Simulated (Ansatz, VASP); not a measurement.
# Two plane-wave programs on MgO

File INCAR:

```
PREC = Accurate
ENCUT = 520
EDIFF = 1E-6
ISMEAR = -1
SIGMA = 0.02
LREAL = False
LASPH = True
NELM = 100
ALGO = Normal
ISIF = 2
LWAVE = False
LCHARG = False
GGA = PE
NBANDS = 16
```

KPOINTS

```
Automatic mesh
0
Gamma
  12 12 6
```

POSCAR

```
MgO
1.0
    3.2882171726      0.0000000000      0.0000000000
   -1.6441085863      2.8476796046      0.0000000000
    0.0000000000      0.0000000000      5.1098819145
Mg O
2 2
Direct
    0.3333333333      0.6666666667     -0.0076843109
    0.6666666667      0.3333333333      0.4923156891
    0.3333333333      0.6666666667      0.3826843109
    0.6666666667      0.3333333333      0.8826843109
```

Input for Ansatz:

```yaml
crystal:
  lattice:
    - [3.2882171726, 0.0, 0.0]
    - [-1.6441085863, 2.8476796046, 0.0]
    - [0.0, 0.0, 5.1098819145]
  atoms:
    - { symbol: Mg, position: [0.3333333333, 0.6666666667, -0.0076843109] }
    - { symbol: Mg, position: [0.6666666667, 0.3333333333, 0.4923156891] }
    - { symbol: O, position: [0.3333333333, 0.6666666667, 0.3826843109] }
    - { symbol: O, position: [0.6666666667, 0.3333333333, 0.8826843109] }
kpoints:
  mp_grid: { grid: [12, 12, 6] }
  band_path:
    path:
      - [0.0, 0.0, 0.0]
      - [0.5, 0.0, 0.0]
      - [0.3333333333, 0.3333333333, 0.0]
      - [0.0, 0.0, 0.5]
      - [0.5, 0.0, 0.5]
      - [0.3333333333, 0.3333333333, 0.5]
    npoints: 1
hamiltonian:
  xc: pbe
scf:
  occupations: { method: fermi_dirac, width: 0.02 }
  n_extra_bands: 5
output:
  forces: true
  stress: true
  eigenvalues: true
  write_density: true
  write_potential: true
  elf: true
  volumetric_format: npy
```

Change from the starting cell: uniaxial_z strain +1.5%.

Alike in both runs: task single point; functional PBE; k mesh 12 × 12 × 6; occupations fermi-dirac, width 0.02 eV; no spin polarisation.

|  | VASP | Ansatz |
| --- | --- | --- |
| version | VASP 6.6.1 | Ansatz 0.2.0 |
| potentials or method | VASP PAW PBE potentials, release 64 (Mg, O) | plane waves, PAW |
| plane-wave cutoff (eV) | 520 | 420 |
| valence electrons in the cell | 16 | 32 |

Ansatz gave:

| Property | Result |
| --- | --- |
| gap on the k mesh at the Fermi level (eV) | 3.53 |
| pressure (GPa) | 2.3 |
| traceless stress, the component that is largest in VASP (GPa) | -0.44 |
| rms of the force components (eV/Å) | 0.006 |

Q: Estimate VASP's values.

A: gap on the k mesh at the Fermi level (eV): 3.51; pressure (GPa): 1.8; traceless stress, the component that is largest in VASP (GPa): -0.42; rms of the force components (eV/Å): 0.005.

Atom by atom the forces differ by 0.000 eV/Å (rms over components). With one functional, cell and mesh, what is left measures potentials, basis and numerics. VASP's potentials hold 16 valence electrons a cell and Ansatz's 32, so a difference there can come from the potentials and not from the codes.
